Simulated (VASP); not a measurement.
# Cu (P6_3/mmc) in VASP: notebook

Cu is run at these levels: PBEsol, LDA, BLYP; tasks: single point.

Program: VASP 6.6.1. These are calculated values, not measurements. Logs are shortened: lines on timing, memory, paths and dates and some standing lists are left out, and cuts for length are marked.

### 1 The cell of the first run

Symmetry: P6_3/mmc, No. 194, hexagonal system. The conventional cell has a = 2.534 Å, b = 2.534 Å, c = 4.113 Å, α = 90.00°, β = 90.00°, γ = 120.00°. Cu (site symmetry -6m2) has 12 Cu at 2.52 to 2.53 Å within 3.3 Å.

This isn't the form of Cu at room conditions, which is fcc.

### 2 Single point, PBEsol

Input file INCAR:

```
SYSTEM = Cu
PREC     = Accurate       ! precision mode
ENCUT    = 520            ! plane-wave cutoff, eV
EDIFF    = 1E-6           ! SCF threshold, eV
ISMEAR   = -1             ! smearing method
SIGMA    = 0.1            ! smearing width, eV
LREAL    = .FALSE.        ! projectors in reciprocal space
LASPH    = .TRUE.         ! aspherical terms in the spheres
NELM     = 60             ! most SCF steps
ALGO     = Normal         ! electronic algorithm
ISIF     = 2              ! what is computed and relaxed
LWAVE    = .FALSE.        ! write WAVECAR
LCHARG   = .FALSE.        ! write CHGCAR
GGA      = PS             ! functional
NBANDS   = 18             ! bands
```

Input file KPOINTS:

```
regular mesh
0
G
  12 12 7
  0 0 0
```

Input file POSCAR:

```
Cu
1.0
    2.5340970000      0.0000000000      0.0000000000
   -1.2670480000      2.1945920000      0.0000000000
    0.0000000000      0.0000000000      4.1125710000
Cu
2
Direct
    0.3333333333      0.6666666667      0.2500000000
    0.6666666667      0.3333333333      0.7500000000
```

Potentials or basis: VASP PAW PBE potentials, release 64 (Cu).

Command:

```bash
$ cat potpaw_PBE.64/Cu/POTCAR > POTCAR
$ mpirun -np 1 vasp_std > vasp.out
```

OUTCAR:

```text
SYSTEM = Cu
   PREC = Accurate
   ENCUT = 520
   EDIFF = 1E-6
   ISMEAR = -1
   LREAL = .FALSE.
   LASPH = .TRUE.
   NELM = 60
   ISIF = 2
   GGA = PS

 ion  position               nearest neighbor table
   1  0.333  0.667  0.250-   2 2.52   2 2.52   2 2.52   2 2.52   2 2.52   2 2.52
   2  0.667  0.333  0.750-   1 2.52   1 2.52   1 2.52   1 2.52   1 2.52   1 2.52

  LATTYP: Found a hexagonal cell.
 ALAT       =     2.5340970000
 C/A-ratio  =     1.6228940723

  Lattice vectors:

 A1 = (   2.5340970000,   0.0000000000,   0.0000000000)
 A2 = (  -1.2670480000,   2.1945920000,   0.0000000000)
 A3 = (   0.0000000000,   0.0000000000,   4.1125710000)

Analysis of symmetry for initial positions (statically):
=====================================================================
 Subroutine PRICEL returns:
 Original cell was already a primitive cell.

 Routine SETGRP: Setting up the symmetry group for a
 hexagonal supercell.

 Subroutine GETGRP returns: Found 24 space group operations
 (whereof 12 operations were pure point group operations)
 out of a pool of 24 trial point group operations.

The static configuration has the point symmetry D_3d.
 The point group associated with its full space group is D_6h.

Analysis of symmetry for dynamics (positions and initial velocities):
=====================================================================
 Subroutine PRICEL returns:
 Original cell was already a primitive cell.

 Routine SETGRP: Setting up the symmetry group for a
 hexagonal supercell.

 Subroutine GETGRP returns: Found 24 space group operations
 (whereof 12 operations were pure point group operations)
 out of a pool of 24 trial point group operations.

The dynamic configuration has the point symmetry D_3d.
 The point group associated with its full space group is D_6h.

 Subroutine INISYM returns: Found 24 space group operations
 (whereof 12 operations are pure point group operations),
 and found     1 'primitive' translations

----------------------------------------------------------------------------------------

                                     Primitive cell

  volume of cell :      22.8713

  direct lattice vectors                    reciprocal lattice vectors
     2.534097000  0.000000000  0.000000000     0.394617886  0.227832692  0.000000000
    -1.267048000  2.194592000  0.000000000     0.000000000  0.455665563  0.000000000
     0.000000000  0.000000000  4.112571000     0.000000000  0.000000000  0.243156896

  length of vectors
     2.534097000  2.534096423  4.112571000     0.455665460  0.455665563  0.243156896

  position of ions in fractional coordinates (direct lattice)
     0.333333333  0.666666667  0.250000000
     0.666666667  0.333333333  0.750000000

  ion indices of the primitive-cell ions
   primitive index   ion index
                 1           1
                 2           2

----------------------------------------------------------------------------------------

 KPOINTS: regular mesh

Automatic generation of k-mesh.
 Grid dimensions read from file:
 generate k-points for:   12   12    7

 Generating k-lattice:

  Cartesian coordinates                     Fractional coordinates (reciprocal lattice)
     0.032884824  0.018986058  0.000000000     0.083333333  0.000000000  0.000000000
     0.000000000  0.037972130  0.000000000     0.000000000  0.083333333  0.000000000
     0.000000000  0.000000000  0.034736699     0.000000000  0.000000000  0.142857143

  Length of vectors
     0.037972122  0.037972130  0.034736699

  Shift w.r.t. Gamma in fractional coordinates (k-lattice)
     0.000000000  0.000000000  0.000000000

 Subroutine IBZKPT returns following result:
 ===========================================

 Found     76 irreducible k-points:

 Following reciprocal coordinates:
            Coordinates               Weight
  0.000000  0.000000  0.000000      1.000000
  0.083333  0.000000  0.000000      6.000000
  0.166667 -0.000000  0.000000      6.000000
  0.250000  0.000000  0.000000      6.000000
  0.333333 -0.000000  0.000000      6.000000
  0.416667  0.000000  0.000000      6.000000
[... 16 lines left out ...]
  0.250000  0.000000  0.142857     12.000000
  0.333333 -0.000000  0.142857     12.000000
 [... further k-points ...]
   k-points           NKPTS =     76   k-points in BZ     NKDIM =     76   number of bands    NBANDS=     18
   number of dos      NEDOS =    301   number of ions     NIONS =      2
   total plane-waves  NPLWV =  12800
   dimension x,y,z NGX =    20 NGY =   20 NGZ =   32
   dimension x,y,z NGXF=    40 NGYF=   40 NGZF=   64
   ions per type =               2
   NGX,Y,Z   is equivalent  to a cutoff of  13.12, 13.12, 12.94 a.u.
   NGXF,Y,Z  is equivalent  to a cutoff of  26.24, 26.24, 25.87 a.u.
 SYSTEM =  Cu
   PREC   = accura    normal or accurate (medium, high low for compatibility)
   ISTART =      0    job   : 0-new  1-cont  2-samecut
   ICHARG =      2    charge: 1-file 2-atom 10-const
   ISPIN  =      1    spin polarized calculation?
   LNONCOLLINEAR =      F non collinear calculations
   LSORBIT =      F    spin-orbit coupling
   LASPH  =      T    aspherical Exc in radial PAW
   ENCUT  =  520.0 eV  38.22 Ry    6.18 a.u.   4.71  4.71  7.65*2*pi/ulx,y,z
   NELM   =     60;   NELMIN=  2; NELMDL= -5     # of ELM steps
   EDIFF  = 0.1E-05   stopping-criterion for ELM
   LREAL  =      F    real-space projection
   EDIFFG = 0.1E-04   stopping-criterion for IOM
   NSW    =      0    number of steps for IOM
   IBRION =     -1    ionic relax: 0-MD 1-quasi-New 2-CG
   NFREE  =      0    steps in history (QN), initial steepest desc. (CG)
   ISIF   =      2    stress and relaxation
   ISYM   =      2    0-nonsym 1-usesym 2-fastsym
   POTIM  = 0.5000    time-step for ionic-motion
   TEBEG  =    0.0;   TEEND  =   0.0 temperature during run
   PSTRESS=    0.0 pullay stress
   NELECT =      22.0000    total number of electrons
   NUPDOWN=      -1.0000    fix difference up-down
   EMIN   =  10.00;   EMAX   =-10.00  energy-range for DOS
   EFERMI =   0.00;   METHOD = LEGACY
   ISMEAR =    -1;   SIGMA  =   0.10  broadening in eV -4-tet -1-fermi 0-gaus
   EFERMI_NEDOS =   21; number of points for ismear=-14 and -15
   IALGO  =     38    algorithm
   IMIX   =      4    mixing-type and parameters
     AMIX     =   0.40;   BMIX     =  1.00
     AMIX_MAG =   1.60;   BMIX_MAG =  1.00
  volume/ion in A,a.u.               =      11.44        77.17
  Fermi-wavevector in a.u.,A,eV,Ry     =   1.616041  3.053874 35.532798  2.611587
  Thomas-Fermi vector in A             =   2.710691
   LORBIT       =      0    0 simple, 1 ext, 2 COOP (PROOUT), +10 PAW based schemes
   GGA     = PS    functional components
   LHFCALC =     F    Hartree Fock is set to
   AEXX    =    0.0000 exact exchange contribution
   IVDW    =     0    specifies the selected vdW correction
   LEPSILON=     F    determine dielectric tensor
   LRPA    =     F    only Hartree local field effects (RPA)
 non-spin polarized calculation
  energy-cutoff  :      520.00
  volume of cell :       22.87
 maximum number of plane-waves:       634
 NGX is ok and might be reduce to    20
   NGX =  9   NGY =  9   NGZ = 15

 number of electron      21.9999980 magnetization

 Free energy of the ion-electron system (eV)
  ---------------------------------------------------
  ext. energy  EPLUGINS =         0.00000000
  ---------------------------------------------------
  free energy    TOTEN  =        -8.59819112 eV

  energy without entropy =       -8.57030151  energy(sigma->0) =       -8.58424632

 E-fermi :   7.7635     XC(G=0): -13.0968

 val. band max:        7.7388694601   @ k =   0.0833   0.0833   0.1429
 cond. band min:       7.7752748454   @ k =   0.2500   0.2500   0.2857
 fundamental gap:      0.0364053853
 Fermi energy:         7.7635025451

 k-point     1 :       0.0000    0.0000    0.0000
  band No.  band energies     occupation
      1      -1.8329      2.00000
      2       2.5379      2.00000
      3       4.6955      2.00000
      4       4.7400      2.00000
      5       4.7400      2.00000
      6       4.9646      2.00000
[... 10 lines left out ...]
     17      31.5249      0.00000
     18      31.5252      0.00000

 k-point     2 :       0.0833    0.0000    0.0000
  band No.  band energies     occupation
      1      -1.6043      2.00000
      2       2.6689      2.00000
      3       4.5561      2.00000
      4       4.8249      2.00000
      5       4.8532      2.00000
      6       4.9284      2.00000
[... 10 lines left out ...]
     17      32.5194      0.00000
     18      32.6577      0.00000

 k-point     3 :       0.1667   -0.0000    0.0000
  band No.  band energies     occupation
      1      -0.9344      2.00000
      2       3.0002      2.00000
      3       4.3553      2.00000
      4       4.5347      2.00000
      5       4.7926      2.00000
      6       5.0625      2.00000
[... 10 lines left out ...]
     17      29.7971      0.00000
     18      31.6464      0.00000

 k-point     4 :       0.2500    0.0000    0.0000
  band No.  band energies     occupation
      1       0.1158      2.00000
      2       3.3044      2.00000
      3       3.9836      2.00000
      4       4.2129      2.00000
      5       4.7080      2.00000
      6       4.9081      2.00000
[... 375 lines left out ...]
      4       4.3758      2.00000
      5       4.7401      2.00000
      6       4.9423      2.00000
[... 10 lines left out ...]
     17      28.8660      0.00000
     18      30.6380      0.00000

 k-point    23 :       0.2500    0.0000    0.1429
  band No.  band energies     occupation
      1       0.2811      2.00000
      2       3.2932      2.00000
      3       3.8835      2.00000
      4       4.2428      2.00000
      5       4.6286      2.00000
      6       4.9275      2.00000
[... 10 lines left out ...]
     17      27.4322      0.00000
     18      29.5717      0.00000

 k-point    24 :       0.3333   -0.0000    0.1429
  band No.  band energies     occupation
      1       1.4941      2.00000
      2       3.3087      2.00000
      3       3.5920      2.00000
      4       4.1907      2.00000
      5       4.7379      2.00000
      6       4.8178      2.00000
[... 10 lines left out ...]
     17      25.4879      0.00000
     18      27.7802      0.00000

 [... further k-points ...]
[... 5 lines left out ...]
  --------------------------------------------------------------------------------------
  -------------------------------------------------------------------------------------
  Total       -0.1401290     -0.1401289     -0.0223909     -0.0000000     -0.0000000      0.0000000
  in kB       -9.8163048     -9.8163014     -1.5685276     -0.0000022     -0.0000000      0.0000000
  external PRESSURE =      -7.0670446 kB  Pullay stress =       0.0000000 kB

 VOLUME and BASIS-vectors are now :
 -----------------------------------------------------------------------------
  energy-cutoff  :      520.00
  volume of cell :       22.87
      direct lattice vectors                 reciprocal lattice vectors
     2.534097000  0.000000000  0.000000000     0.394617886  0.227832692  0.000000000
    -1.267048000  2.194592000  0.000000000     0.000000000  0.455665563  0.000000000
     0.000000000  0.000000000  4.112571000     0.000000000  0.000000000  0.243156896

 POSITION                                       TOTAL-FORCE (eV/Angst)
 -----------------------------------------------------------------------------------
      0.00000      1.46306      1.02814         0.000000      0.000000      0.000000
      1.26705      0.73153      3.08443        -0.000000     -0.000000      0.000000
 -----------------------------------------------------------------------------------
    total drift:                                0.000000     -0.000000      0.000000

  FREE ENERGIE OF THE ION-ELECTRON SYSTEM (eV)
  ---------------------------------------------------
  free  energy   TOTEN  =        -8.5981911215 eV

  energy  without entropy=       -8.5703015115  energy(sigma->0) =       -8.58424632
```

It took 28 s on 1 thread of Intel Xeon 8259CL, shared host; peak memory 0.15 GiB.

What came out:

```
Free energy            : -8.5982 eV
Pressure               : -0.7 GPa
Band gap on the k mesh : zero (bands 11 and 12 overlap by 5.93 eV)
```

Caveat: the PAW data sets were made with another functional, which shifts forces and pressure a little.

(Part 1 of 2 ends here.)
